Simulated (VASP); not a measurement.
# Mg8O9 (a cell with a defect) in VASP: relaxation of the atoms with PBE

Aim: the relaxation of the atoms of Mg8O9 (a cell with a defect) with PBE.

All numbers are computed with VASP 6.6.1; they aren't measurements. Logs are shortened: lines on timing, memory, paths and dates and some standing lists are left out, and cuts for length are marked.

## (1) The cell of the first run

The cell holds a defect, 17 atoms: a = 5.452 Å, b = 5.452 Å, c = 5.452 Å, α = 60.00°, β = 60.00°, γ = 60.00°.

## (2) Relaxation of the atoms, PBE, collinear spin

INCAR reads:

```
  PREC = Accurate
  ENCUT = 520
  EDIFF = 1E-6
  ISMEAR = -1
  SIGMA = 0.05
  LREAL = Auto
  LASPH = T
  NELM = 150
  ALGO = Normal
  ISIF = 2
  LWAVE = F
  LCHARG = F
  ISPIN = 2
  MAGMOM = 0 0 0 0 0 0 0 0 0 0 0 0 0 0 0 0 1
  LORBIT = 11
  GGA = PE
  IBRION = 2
  NSW = 45
  EDIFFG = -0.08
```

KPOINTS reads:

```
regular mesh
0
Gamma
  2 2 2
```

POSCAR reads:

```
Mg8O9
1.0
    0.0000000000      3.8550000000      3.8550000000
    3.8550000000      0.0000000000      3.8550000000
    3.8550000000      3.8550000000      0.0000000000
Mg O
8 9
Direct
    0.0000000000      0.0000000000      0.0000000000
    0.0000000000      0.0000000000      0.5000000000
    0.0000000000      0.5000000000      0.0000000000
    0.0000000000      0.5000000000      0.5000000000
    0.5000000000      0.0000000000      0.0000000000
    0.5000000000      0.0000000000      0.5000000000
    0.5000000000      0.5000000000      0.0000000000
    0.5000000000      0.5000000000      0.5000000000
    0.2500000000      0.2500000000      0.2500000000
    0.2500000000      0.2500000000      0.7500000000
    0.2500000000      0.7500000000      0.2500000000
    0.2500000000      0.7500000000      0.7500000000
    0.7500000000      0.2500000000      0.2500000000
    0.7500000000      0.2500000000      0.7500000000
    0.7500000000      0.7500000000      0.2500000000
    0.7500000000      0.7500000000      0.7500000000
    0.1209389000      0.6403321000      0.6220994000
```

Potentials or basis: VASP PAW PBE potentials, release 64 (Mg, O).

On the command line:

```sh
cat potpaw_PBE.64/Mg/POTCAR potpaw_PBE.64/O/POTCAR > POTCAR
mpirun -np 1 vasp_std > vasp.out
```

OUTCAR:

```text
PREC = Accurate
   ENCUT = 520
   EDIFF = 1E-6
   ISMEAR = -1
   LREAL = Auto
   LASPH = T
   NELM = 150
   ISIF = 2
   ISPIN = 2
   LORBIT = 11
   GGA = PE
   IBRION = 2
   NSW = 45
   EDIFFG = -0.08

 ion  position               nearest neighbor table
   1  0.000  0.000  0.000-  10 1.93  11 1.93  12 1.93  13 1.93  14 1.93  15 1.93   2 2.73   3 2.73
                             5 2.73   2 2.73   4 2.73   6 2.73   3 2.73   4 2.73   7 2.73   5 2.73
   2  0.000  0.000  0.500-  17 1.60  11 1.93  12 1.93  13 1.93  14 1.93  16 1.93   9 1.93   4 2.73
                             6 2.73   1 2.73   1 2.73   3 2.73   5 2.73   3 2.73   4 2.73   8 2.73
   3  0.000  0.500  0.000-  17 1.68  10 1.93  12 1.93  13 1.93  15 1.93  16 1.93   9 1.93   4 2.73
                             7 2.73   1 2.73   2 2.73   4 2.73   8 2.73   1 2.73   2 2.73   5 2.73
   4  0.000  0.500  0.500-  17 1.71  10 1.93  11 1.93  14 1.93  15 1.93  16 1.93   9 1.93   3 2.73
                             8 2.73   2 2.73   1 2.73   3 2.73   7 2.73   1 2.73   2 2.73   6 2.73
   5  0.500  0.000  0.000-   9 1.93  10 1.93  11 1.93  14 1.93  15 1.93  16 1.93   1 2.73   6 2.73
                             7 2.73   2 2.73   6 2.73   8 2.73   3 2.73   7 2.73   8 2.73   1 2.73
   6  0.500  0.000  0.500-   9 1.93  10 1.93  12 1.93  13 1.93  15 1.93  16 1.93   2 2.73   5 2.73
                             8 2.73   1 2.73   5 2.73   7 2.73   4 2.73   7 2.73   8 2.73   1 2.73
   7  0.500  0.500  0.000-   9 1.93  11 1.93  12 1.93  13 1.93  14 1.93  16 1.93   3 2.73   5 2.73
                             8 2.73   4 2.73   6 2.73   8 2.73   1 2.73   5 2.73   6 2.73   1 2.73
   8  0.500  0.500  0.500-  17 1.69  11 1.93  12 1.93  13 1.93  14 1.93  15 1.93  10 1.93   6 2.73
                             7 2.73   4 2.73   3 2.73   5 2.73   7 2.73   2 2.73   5 2.73   6 2.73
   9  0.250  0.250  0.250-   2 1.93   3 1.93   4 1.93   5 1.93   6 1.93   7 1.93
  10  0.250  0.250  0.750-  17 1.74   3 1.93   4 1.93   5 1.93   6 1.93   8 1.93   1 1.93
  11  0.250  0.750  0.250-  17 1.66   2 1.93   4 1.93   5 1.93   7 1.93   8 1.93   1 1.93
  12  0.250  0.750  0.750-  17 1.63   2 1.93   3 1.93   6 1.93   7 1.93   8 1.93   1 1.93
  13  0.750  0.250  0.250-   1 1.93   2 1.93   3 1.93   6 1.93   7 1.93   8 1.93
  14  0.750  0.250  0.750-   1 1.93   2 1.93   4 1.93   5 1.93   7 1.93   8 1.93
  15  0.750  0.750  0.250-   1 1.93   3 1.93   4 1.93   5 1.93   6 1.93   8 1.93
  16  0.750  0.750  0.750-  17 1.65   3 1.93   4 1.93   5 1.93   6 1.93   7 1.93   2 1.93
  17  0.121  0.640  0.622-   2 1.60  12 1.63  16 1.65  11 1.66   3 1.68   8 1.69   4 1.71  10 1.74

  LATTYP: Found a face centered cubic cell.
 ALAT       =     7.7100000000

  Lattice vectors:

 A1 = (   0.0000000000,   3.8550000000,   3.8550000000)
 A2 = (   3.8550000000,   0.0000000000,   3.8550000000)
 A3 = (   3.8550000000,   3.8550000000,   0.0000000000)

Analysis of symmetry for initial positions (statically):
=====================================================================
 Subroutine PRICEL returns:
 Original cell was already a primitive cell.

 Routine SETGRP: Setting up the symmetry group for a
 face centered cubic supercell.

 Subroutine GETGRP returns: Found  1 space group operations
[... 191 lines left out ...]
  free energy    TOTEN  =       -74.75794873 eV

  energy without entropy =      -74.75571060  energy(sigma->0) =      -74.75682966

------------------------ aborting loop because EDIFF is reached ----------------------------------------

  FORCE on cell =-STRESS in cart. coord.  units (eV):
  Direction    XX          YY          ZZ          XY          YZ          ZX
  --------------------------------------------------------------------------------------
  -------------------------------------------------------------------------------------
  Total       95.8287297     95.7568600     95.8169606     -1.9230581     -2.0613243      1.5813929
  in kB     1339.9949778   1338.9900078   1339.8304083    -26.8905601    -28.8239675     22.1129770
  external PRESSURE =    1339.6051313 kB  Pullay stress =       0.0000000 kB
[... 134 lines left out ...]
  FREE ENERGIE OF THE ION-ELECTRON SYSTEM (eV)
  ---------------------------------------------------
  free  energy   TOTEN  =       -79.5886328431 eV

  energy  without entropy=      -79.5829075331  energy(sigma->0) =      -79.58577019

[... ionic steps 4 to 16 ...]

--------------------------------------- Ionic step       17  -------------------------------------------

 number of electron      70.0000001 magnetization       1.9738694

------------------------ aborting loop because EDIFF is reached ----------------------------------------
[... 97 lines left out ...]
--------------------------------------- Ionic step       19  -------------------------------------------

 number of electron      70.0000002 magnetization       1.9738727

 Free energy of the ion-electron system (eV)
  ---------------------------------------------------
  ext. energy  EPLUGINS =         0.00000000
  ---------------------------------------------------
  free energy    TOTEN  =       -80.09736418 eV

  energy without entropy =      -80.09101588  energy(sigma->0) =      -80.09419003

 E-fermi :   9.0126     XC(G=0): -12.7051

 val. band max:        8.8408082502   @ k =   0.0000   0.5000   0.5000
 cond. band min:       9.1728315296   @ k =   0.0000   0.0000   0.5000
 fundamental gap:      0.3320232793
 Fermi energy:         9.0126433500

 spin component 1

 k-point     1 :       0.0000    0.0000    0.0000
  band No.  band energies     occupation
      1     -14.2881      1.00000
      2     -12.2253      1.00000
      3     -11.3339      1.00000
      4     -11.3267      1.00000
      5     -11.0142      1.00000
      6     -10.6697      1.00000
[... 373 lines left out ...]
     44      18.3557      0.00000
     45      18.6788      0.00000
 Fermi energy:         9.0126433500

 spin component 2

 k-point     1 :       0.0000    0.0000    0.0000
  band No.  band energies     occupation
      1     -13.6875      1.00000
      2     -11.8913      1.00000
      3     -11.3196      1.00000
      4     -11.3126      1.00000
      5     -11.0084      1.00000
      6     -10.0905      1.00000
[... 417 lines left out ...]
  FREE ENERGIE OF THE ION-ELECTRON SYSTEM (eV)
  ---------------------------------------------------
  free  energy   TOTEN  =       -80.0973641774 eV

  energy  without entropy=      -80.0910158752  energy(sigma->0) =      -80.09419003

 reached required accuracy - stopping structural energy minimisation

 total charge

# of ion       s       p       d       tot
------------------------------------------
    1        0.208   0.317   0.176   0.702
    2        0.257   0.379   0.218   0.854
    3        0.197   0.292   0.163   0.652
    4        0.197   0.291   0.162   0.650
    5        0.208   0.317   0.176   0.701
    6        0.208   0.317   0.177   0.702
[... 9 lines left out ...]
   16        1.588   3.663   0.000   5.251
   17        1.667   3.612   0.000   5.280
--------------------------------------------------
tot         15.931  35.985   1.449  53.365

 magnetization (x)

# of ion       s       p       d       tot
------------------------------------------
    1       -0.000  -0.000   0.001   0.000
    2       -0.002  -0.003  -0.001  -0.006
    3        0.001   0.004   0.006   0.011
    4        0.001   0.004   0.006   0.011
    5       -0.000  -0.000   0.001   0.000
    6       -0.001  -0.000   0.001   0.000
[... 9 lines left out ...]
   16        0.012   0.317   0.000   0.328
   17        0.012   0.749   0.000   0.760
--------------------------------------------------
tot          0.044   1.721   0.028   1.793
```

Run time: 75 min. Hardware: 1 thread of Oxide Virtual Turin-like, shared host; peak memory 0.32 GiB.

Results:

| Property | Result |
| --- | --- |
| Free energy | -80.0974 eV |
| Pressure after relaxing | 123.6 GPa |
| Largest force after relaxing | 0.040 eV/Å |
| Band gap on the k mesh | 0.33 eV |
| Net moment | 1.97 μB per cell |
| Site moments | Mg +0.00, -0.01, +0.01 (each value once); O -0.00, +0.01, +0.33, +0.76 (each value once) μB |
| Valence electrons inside the program's atomic spheres | Mg 0.70, 0.85, 0.65, 0.81 (each value once); O 5.33, 5.31, 5.25, 5.34, 5.29, 5.28 (each value once) |

Forces on the atoms (eV/Å):
```
Mg   0.005  0.005  0.008
Mg  -0.008  0.005 -0.007
Mg   0.008  0.010 -0.016
Mg  -0.012 -0.005 -0.011
Mg   0.005 -0.005  0.001
Mg   0.009  0.005  0.002
Mg  -0.022  0.025 -0.023
Mg  -0.016  0.009  0.007
O    0.015 -0.018  0.002
O    0.013 -0.010  0.012
O   -0.003  0.007 -0.005
O   -0.001  0.006  0.000
O    0.018  0.005  0.018
O    0.005 -0.016  0.015
O    0.014 -0.015  0.014
O   -0.004  0.007 -0.004
O   -0.025 -0.014 -0.013
```

Stress tensor (GPa, compression positive):
```
123.34  -1.44   1.42
 -1.44 123.86  -1.46
  1.42  -1.46 123.52
```

Final structure:
```
CELL_PARAMETERS angstrom
0.00000 3.85500 3.85500
3.85500 0.00000 3.85500
3.85500 3.85500 0.00000
ATOMIC_POSITIONS crystal
Mg 0.99921 0.99504 0.00281
Mg 0.97769 0.06684 0.47750
Mg 0.00258 0.49495 0.00016
Mg 0.00267 0.49557 0.50272
Mg 0.50295 0.99491 0.00287
Mg 0.50286 0.99511 0.49912
Mg 0.50924 0.47250 0.00932
Mg 0.49981 0.49517 0.50267
O 0.25672 0.24631 0.24861
O 0.26061 0.21825 0.76059
O 0.27571 0.74598 0.20250
O 0.27640 0.74585 0.77628
O 0.74842 0.24636 0.24846
O 0.74864 0.24629 0.75663
O 0.75319 0.74056 0.25318
O 0.70220 0.74594 0.77582
O 0.10205 0.69470 0.60285
```

Caveat: the k points lie up to 0.71 Å⁻¹ apart; semilocal functionals underestimate gaps, and a narrow one can read as zero; the relaxation stopped at a loose force limit of 0.08 eV/Å, so its end isn't a converged minimum.
